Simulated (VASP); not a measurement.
# SnTe (Fm-3m) in VASP: single point with r2SCAN

Aim: the single point of SnTe with r2SCAN.

Program: VASP 6.6.1. These are calculated values, not measurements. Logs are shortened: lines on timing, memory, paths and dates and some standing lists are left out, and cuts for length are marked.

## (1) The cell of the first run

The structure is cubic, space group Fm-3m (No. 225). Conventional cell: a = 6.313 Å, b = 6.313 Å, c = 6.313 Å, α = 90.00°, β = 90.00°, γ = 90.00°. Sn (site symmetry m-3m) has 6 Te at 3.16 Å within 4.2 Å. Te (site symmetry m-3m) has 6 Sn at 3.16 Å within 4.2 Å.

## (2) Single point, r2SCAN

POSCAR reads:

```
SnTe
1.0
    0.0000000000      3.1565000000      3.1565000000
    3.1565000000      0.0000000000      3.1565000000
    3.1565000000      3.1565000000      0.0000000000
Sn Te
1 1
Direct
    0.0000000000      0.0000000000      0.0000000000
    0.5000000000      0.5000000000      0.5000000000
```

INCAR.step1 reads:

```
  PREC = Accurate
  ENCUT = 520
  ISMEAR = 0
  SIGMA = 0.15
  LREAL = F
  LASPH = T
  NELM = 60
  NBANDS = 17
  GGA = PE
  ALGO = Normal
  EDIFF = 1E-4
  LWAVE = T
  LCHARG = F
```

INCAR.step2 reads:

```
  PREC = Accurate
  ENCUT = 520
  EDIFF = 1E-7
  ISMEAR = 0
  SIGMA = 0.15
  LREAL = F
  LASPH = T
  NELM = 60
  ALGO = Normal
  ISIF = 2
  LWAVE = F
  LCHARG = F
  METAGGA = R2SCAN
  LMIXTAU = T
  NBANDS = 17
  ISTART = 1
```

KPOINTS reads:

```
regular mesh
0
Gamma
  14 14 14
```

Potentials or basis: VASP PAW PBE potentials, release 64 (Sn_d, Te).

Started as:

```
> cat potpaw_PBE.64/Sn_d/POTCAR potpaw_PBE.64/Te/POTCAR > POTCAR
> cp INCAR.step1 INCAR
> mpirun -np 1 vasp_std > vasp.out
> cp INCAR.step2 INCAR
> mpirun -np 1 vasp_std > vasp.out
```

OUTCAR:

```text
PREC = Accurate
   ENCUT = 520
   EDIFF = 1E-7
   ISMEAR = 0
   LREAL = F
   LASPH = T
   NELM = 60
   ISIF = 2
   METAGGA = R2SCAN
   ISTART = 1

 ion  position               nearest neighbor table
   1  0.000  0.000  0.000-   2 3.16   2 3.16   2 3.16   2 3.16   2 3.16   2 3.16
   2  0.500  0.500  0.500-   1 3.16   1 3.16   1 3.16   1 3.16   1 3.16   1 3.16

  LATTYP: Found a face centered cubic cell.
 ALAT       =     6.3130000000

  Lattice vectors:

 A1 = (   0.0000000000,   3.1565000000,   3.1565000000)
 A2 = (   3.1565000000,   0.0000000000,   3.1565000000)
 A3 = (   3.1565000000,   3.1565000000,   0.0000000000)

Analysis of symmetry for initial positions (statically):
=====================================================================
 Subroutine PRICEL returns:
 Original cell was already a primitive cell.

 Routine SETGRP: Setting up the symmetry group for a
 face centered cubic supercell.

 Subroutine GETGRP returns: Found 48 space group operations
 (whereof 48 operations were pure point group operations)
 out of a pool of 48 trial point group operations.

The static configuration has the point symmetry O_h .

Analysis of symmetry for dynamics (positions and initial velocities):
=====================================================================
 Subroutine PRICEL returns:
 Original cell was already a primitive cell.

 Routine SETGRP: Setting up the symmetry group for a
 face centered cubic supercell.

 Subroutine GETGRP returns: Found 48 space group operations
 (whereof 48 operations were pure point group operations)
 out of a pool of 48 trial point group operations.

The dynamic configuration has the point symmetry O_h .

 Subroutine INISYM returns: Found 48 space group operations
 (whereof 48 operations are pure point group operations),
 and found     1 'primitive' translations

----------------------------------------------------------------------------------------

                                     Primitive cell

  volume of cell :      62.8995

  direct lattice vectors                    reciprocal lattice vectors
     0.000000000  3.156500000  3.156500000    -0.158403295  0.158403295  0.158403295
     3.156500000  0.000000000  3.156500000     0.158403295 -0.158403295  0.158403295
     3.156500000  3.156500000  0.000000000     0.158403295  0.158403295 -0.158403295

  length of vectors
     4.463965110  4.463965110  4.463965110     0.274362555  0.274362555  0.274362555

  position of ions in fractional coordinates (direct lattice)
     0.000000000  0.000000000  0.000000000
     0.500000000  0.500000000  0.500000000

  ion indices of the primitive-cell ions
   primitive index   ion index
                 1           1
                 2           2

----------------------------------------------------------------------------------------

 KPOINTS: regular mesh

Automatic generation of k-mesh.
 Grid dimensions read from file:
 generate k-points for:   14   14   14

 Generating k-lattice:

  Cartesian coordinates                     Fractional coordinates (reciprocal lattice)
    -0.011314521  0.011314521  0.011314521     0.071428571  0.000000000  0.000000000
     0.011314521 -0.011314521  0.011314521     0.000000000  0.071428571  0.000000000
     0.011314521  0.011314521 -0.011314521     0.000000000  0.000000000  0.071428571

  Length of vectors
     0.019597325  0.019597325  0.019597325

  Shift w.r.t. Gamma in fractional coordinates (k-lattice)
     0.000000000  0.000000000  0.000000000

 Subroutine IBZKPT returns following result:
 ===========================================

 Found    104 irreducible k-points:

 Following reciprocal coordinates:
            Coordinates               Weight
  0.000000  0.000000  0.000000      1.000000
  0.071429  0.000000  0.000000      8.000000
  0.142857  0.000000  0.000000      8.000000
  0.214286  0.000000  0.000000      8.000000
  0.285714  0.000000  0.000000      8.000000
  0.357143  0.000000  0.000000      8.000000
[... 16 lines left out ...]
  0.214286  0.142857  0.000000     24.000000
  0.285714  0.142857  0.000000     24.000000
 [... further k-points ...]
   k-points           NKPTS =    104   k-points in BZ     NKDIM =    104   number of bands    NBANDS=     17
   number of dos      NEDOS =    301   number of ions     NIONS =      2
   total plane-waves  NPLWV =  46656
   dimension x,y,z NGX =    36 NGY =   36 NGZ =   36
   dimension x,y,z NGXF=    72 NGYF=   72 NGZF=   72
   ions per type =               1   1
   NGX,Y,Z   is equivalent  to a cutoff of  13.41, 13.41, 13.41 a.u.
   NGXF,Y,Z  is equivalent  to a cutoff of  26.81, 26.81, 26.81 a.u.
 SYSTEM =  unknown system
   PREC   = accura    normal or accurate (medium, high low for compatibility)
   ISTART =      1    job   : 0-new  1-cont  2-samecut
   ICHARG =      0    charge: 1-file 2-atom 10-const
   ISPIN  =      1    spin polarized calculation?
   LNONCOLLINEAR =      F non collinear calculations
   LSORBIT =      F    spin-orbit coupling
   LASPH  =      T    aspherical Exc in radial PAW
   ENCUT  =  520.0 eV  38.22 Ry    6.18 a.u.   8.30  8.30  8.30*2*pi/ulx,y,z
   NELM   =     60;   NELMIN=  2; NELMDL=  0     # of ELM steps
   EDIFF  = 0.1E-06   stopping-criterion for ELM
   LREAL  =      F    real-space projection
   EDIFFG = 0.1E-05   stopping-criterion for IOM
   NSW    =      0    number of steps for IOM
   IBRION =     -1    ionic relax: 0-MD 1-quasi-New 2-CG
   NFREE  =      0    steps in history (QN), initial steepest desc. (CG)
   ISIF   =      2    stress and relaxation
   ISYM   =      2    0-nonsym 1-usesym 2-fastsym
   POTIM  = 0.5000    time-step for ionic-motion
   TEBEG  =    0.0;   TEEND  =   0.0 temperature during run
   PSTRESS=    0.0 pullay stress
   NELECT =      20.0000    total number of electrons
   NUPDOWN=      -1.0000    fix difference up-down
   EMIN   =  10.00;   EMAX   =-10.00  energy-range for DOS
   EFERMI =   0.00;   METHOD = LEGACY
   ISMEAR =     0;   SIGMA  =   0.15  broadening in eV -4-tet -1-fermi 0-gaus
   EFERMI_NEDOS =   21; number of points for ismear=-14 and -15
   IALGO  =     38    algorithm
   IMIX   =      4    mixing-type and parameters
     AMIX     =   0.40;   BMIX     =  1.00
     AMIX_MAG =   1.60;   BMIX_MAG =  1.00
  volume/ion in A,a.u.               =      31.45       212.23
  Fermi-wavevector in a.u.,A,eV,Ry     =   1.117384  2.111549 16.987507  1.248547
  Thomas-Fermi vector in A             =   2.254006
   LORBIT       =      0    0 simple, 1 ext, 2 COOP (PROOUT), +10 PAW based schemes
   METAGGA = R2SCAN    functional components
   LHFCALC =     F    Hartree Fock is set to
   AEXX    =    0.0000 exact exchange contribution
   IVDW    =     0    specifies the selected vdW correction
   LEPSILON=     F    determine dielectric tensor
   LRPA    =     F    only Hartree local field effects (RPA)
 non-spin polarized calculation
 Gauss-broadening in eV      SIGMA  =   0.15
  energy-cutoff  :      520.00
  volume of cell :       62.90
 maximum number of plane-waves:      1717
 NGX is ok and might be reduce to    36
   NGX = 17   NGY = 17   NGZ = 17

 number of electron      19.9999999 magnetization

 Free energy of the ion-electron system (eV)
  ---------------------------------------------------
  ext. energy  EPLUGINS =         0.00000000
  ---------------------------------------------------
  free energy    TOTEN  =       -50.68327581 eV

  energy without entropy =      -50.68287786  energy(sigma->0) =      -50.68307684

 E-fermi :   7.0249     XC(G=0): -10.0417

 val. band max:        6.7283989753   @ k =   0.4286   0.0000   0.0000
 cond. band min:       7.0261536995   @ k =   0.5000   0.0000   0.0000
 fundamental gap:      0.2977547242
 Fermi energy:         7.0248505113

 k-point     1 :       0.0000    0.0000    0.0000
  band No.  band energies     occupation
      1     -15.8031      2.00000
      2     -15.8031      2.00000
      3     -15.7926      2.00000
      4     -15.7926      2.00000
      5     -15.7926      2.00000
      6      -6.5084      2.00000
[... 9 lines left out ...]
     16      11.9259      0.00000
     17      13.9858      0.00000

 k-point     2 :       0.0714    0.0000    0.0000
  band No.  band energies     occupation
      1     -15.8033      2.00000
      2     -15.8033      2.00000
      3     -15.7925      2.00000
      4     -15.7923      2.00000
      5     -15.7923      2.00000
      6      -6.4630      2.00000
[... 9 lines left out ...]
     16      12.0379      0.00000
     17      14.3583      0.00000

 k-point     3 :       0.1429    0.0000    0.0000
  band No.  band energies     occupation
      1     -15.8040      2.00000
      2     -15.8040      2.00000
      3     -15.7923      2.00000
      4     -15.7915      2.00000
      5     -15.7915      2.00000
      6      -6.3289      2.00000
[... 9 lines left out ...]
     16      12.3536      0.00000
     17      15.2658      0.00000

 k-point     4 :       0.2143    0.0000    0.0000
  band No.  band energies     occupation
      1     -15.8051      2.00000
      2     -15.8051      2.00000
      3     -15.7919      2.00000
      4     -15.7902      2.00000
      5     -15.7901      2.00000
      6      -6.1143      2.00000
[... 9 lines left out ...]
     16      12.8567      0.00000
     17      16.4495      0.00000

 k-point     5 :       0.2857    0.0000    0.0000
  band No.  band energies     occupation
      1     -15.8064      2.00000
      2     -15.8064      2.00000
      3     -15.7916      2.00000
      4     -15.7886      2.00000
      5     -15.7886      2.00000
      6      -5.8366      2.00000
[... 9 lines left out ...]
     16      13.5345      0.00000
     17      17.7897      0.00000

 k-point     6 :       0.3571    0.0000    0.0000
  band No.  band energies     occupation
      1     -15.8076      2.00000
      2     -15.8076      2.00000
      3     -15.7912      2.00000
      4     -15.7871      2.00000
      5     -15.7871      2.00000
      6      -5.5316      2.00000
[... 9 lines left out ...]
     16      14.3699      0.00000
     17      17.9369      0.00000

 k-point     7 :       0.4286    0.0000    0.0000
  band No.  band energies     occupation
      1     -15.8085      2.00000
      2     -15.8085      2.00000
      3     -15.7911      2.00000
      4     -15.7861      2.00000
      5     -15.7861      2.00000
      6      -5.2701      2.00000
[... 9 lines left out ...]
     16      15.3308      0.00000
     17      16.9054      0.00000

 k-point     8 :       0.5000    0.0000    0.0000
  band No.  band energies     occupation
      1     -15.8088      2.00000
      2     -15.8088      2.00000
      3     -15.7910      2.00000
      4     -15.7857      2.00000
      5     -15.7857      2.00000
      6      -5.1610      2.00000
[... 9 lines left out ...]
     16      16.1048      0.00000
     17      16.1048      0.00000
[... 203 lines left out ...]
      1     -15.8064      2.00000
      2     -15.8050      2.00000
      3     -15.7918      2.00000
      4     -15.7899      2.00000
      5     -15.7890      2.00000
      6      -5.9907      2.00000
[... 9 lines left out ...]
     16      13.8208      0.00000
     17      15.9288      0.00000

 k-point    20 :      -0.1429    0.0714    0.0000
  band No.  band energies     occupation
      1     -15.8052      2.00000
      2     -15.8038      2.00000
      3     -15.7923      2.00000
      4     -15.7912      2.00000
      5     -15.7904      2.00000
      6      -6.2270      2.00000
[... 9 lines left out ...]
     16      13.1018      0.00000
     17      14.9227      0.00000

 k-point    21 :      -0.0714    0.0714    0.0000
  band No.  band energies     occupation
      1     -15.8042      2.00000
      2     -15.8033      2.00000
      3     -15.7925      2.00000
      4     -15.7920      2.00000
      5     -15.7916      2.00000
      6      -6.3880      2.00000
[... 9 lines left out ...]
     16      12.5042      0.00000
     17      14.3685      0.00000

 k-point    22 :       0.1429    0.1429    0.0000
  band No.  band energies     occupation
      1     -15.8064      2.00000
      2     -15.8022      2.00000
      3     -15.7933      2.00000
      4     -15.7906      2.00000
      5     -15.7906      2.00000
      6      -6.2698      2.00000
[... 9 lines left out ...]
     16      13.0457      0.00000
     17      14.2294      0.00000

 k-point    23 :       0.2143    0.1429    0.0000
  band No.  band energies     occupation
      1     -15.8080      2.00000
      2     -15.8022      2.00000
      3     -15.7934      2.00000
      4     -15.7896      2.00000
      5     -15.7894      2.00000
      6      -6.1123      2.00000
[... 9 lines left out ...]
     16      13.5859      0.00000
     17      14.7377      0.00000

 k-point    24 :       0.2857    0.1429    0.0000
  band No.  band energies     occupation
      1     -15.8095      2.00000
      2     -15.8028      2.00000
      3     -15.7931      2.00000
      4     -15.7885      2.00000
      5     -15.7879      2.00000
      6      -5.8825      2.00000
[... 9 lines left out ...]
     16      14.2517      0.00000
     17      15.7755      0.00000

 [... further k-points ...]

------------------------ aborting loop because EDIFF is reached ----------------------------------------

  FORCE on cell =-STRESS in cart. coord.  units (eV):
  Direction    XX          YY          ZZ          XY          YZ          ZX
  --------------------------------------------------------------------------------------
  -------------------------------------------------------------------------------------
  Total        0.4881676      0.4881676      0.4881676      0.0000000      0.0000000      0.0000000
  in kB       12.4346093     12.4346093     12.4346093      0.0000000      0.0000000      0.0000000
  external PRESSURE =      12.4346093 kB  Pullay stress =       0.0000000 kB

 VOLUME and BASIS-vectors are now :
 -----------------------------------------------------------------------------
  energy-cutoff  :      520.00
  volume of cell :       62.90
      direct lattice vectors                 reciprocal lattice vectors
     0.000000000  3.156500000  3.156500000    -0.158403295  0.158403295  0.158403295
     3.156500000  0.000000000  3.156500000     0.158403295 -0.158403295  0.158403295
     3.156500000  3.156500000  0.000000000     0.158403295  0.158403295 -0.158403295

 POSITION                                       TOTAL-FORCE (eV/Angst)
 -----------------------------------------------------------------------------------
      0.00000      0.00000      0.00000         0.000000     -0.000000     -0.000000
      3.15650      3.15650      3.15650         0.000000      0.000000      0.000000
 -----------------------------------------------------------------------------------
    total drift:                               -0.000000      0.000000      0.000000

  FREE ENERGIE OF THE ION-ELECTRON SYSTEM (eV)
  ---------------------------------------------------
  free  energy   TOTEN  =       -50.6832758145 eV

  energy  without entropy=      -50.6828778638  energy(sigma->0) =      -50.68307684
```

Wall time 3.5 min (1 thread of Intel Xeon 6975P-C (Granite Rapids), shared host); peak memory 0.28 GiB.

What came out:

```
Free energy : -50.6833 eV
Pressure    : 1.2 GPa
```

Levels at points of the mesh, in eV from the Fermi level:
```tsv
k point	band 7	band 8	band 9	band 10	band 11	band 12	band 13	band 14
(0.00, 0.00, 0.00)	-4.83	-2.55	-2.55	-2.55	3.35	3.35	3.35	4.90
(0.50, 0.00, 0.00)	-8.85	-2.18	-2.18	0.00	0.05	0.21	0.21	8.13
(0.50, 0.50, 0.00)	-6.84	-6.02	-4.17	-4.17	2.27	5.02	5.02	6.61
```

Caveat: the PAW data sets were made with another functional, which shifts forces and pressure a little; spin-orbit coupling is left out, which moves the levels of the heavy elements.
